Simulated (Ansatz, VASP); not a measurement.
# Tc: VASP beside Ansatz

File INCAR:

```
PREC = Accurate
ENCUT = 520
EDIFF = 1E-6
ISMEAR = -1
SIGMA = 0.03
LREAL = False
LASPH = True
NELM = 60
ALGO = Normal
ISIF = 2
LWAVE = False
LCHARG = False
GGA = PS
NBANDS = 12
```

KPOINTS

```
regular mesh
0
Gamma
  18 18 18
```

POSCAR

```
Tc
1.0
    0.0195000000      1.9597500000      1.9597500000
    1.9597500000      0.0195000000      1.9597500000
    1.9597500000      1.9597500000      0.0195000000
Tc
1
Direct
    0.0000000000      0.0000000000      0.0000000000
```

Input for Ansatz:

```yaml
crystal:
  lattice:
    - [0.0195, 1.95975, 1.95975]
    - [1.95975, 0.0195, 1.95975]
    - [1.95975, 1.95975, 0.0195]
  atoms:
    - { symbol: Tc, position: [0.0, 0.0, 0.0] }
kpoints:
  mp_grid: { grid: [18, 18, 18] }
  band_path:
    path:
      - [0.0, 0.0, 0.0]
      - [0.5, 0.5, 0.5]
      - [0.247543133, 0.5, 0.752456867]
      - [-0.247543133, 0.247543133, 0.5]
      - [0.0, 0.0, 0.5]
      - [0.0, 0.0, 0.0]
      - [-0.3737715665, 0.0, 0.3737715665]
      - [0.0, 0.3737715665, 0.6262284335]
      - [0.0, 0.5, 0.5]
    npoints: 5
scf:
  occupations: { method: fermi_dirac, width: 0.03 }
hamiltonian:
  xc: pbesol
  pseudopotentials: { kind: all_electron, lapw: { basis_error: 0.00025 } }
output:
  forces: true
  stress: true
  eigenvalues: true
```

Change from the starting cell: equal xy, yz and zx shear strains of +1 %.

Alike in both runs: task single point; functional PBEsol; k mesh 18 × 18 × 18; occupations fermi-dirac, width 0.03 eV; no spin polarisation.

```csv
,VASP,Ansatz
version,VASP 6.6.1,Ansatz 0.2.0
potentials or method,"VASP PAW PBE potentials, release 64 (Tc_pv), cutoff 520 eV","all-electron LAPW, scalar-relativistic"
```

|  | VASP | Ansatz | Ansatz less VASP |
| --- | --- | --- | --- |
| pressure (GPa) | -15.7 | -15.1 | +0.61 |
| traceless stress, the component that is largest in VASP (GPa) | -1.62 | -1.63 | -0.011 |

VASP's potentials were made for PBE, not for PBEsol. Ansatz ran all-electron here, and VASP with PAW potentials.
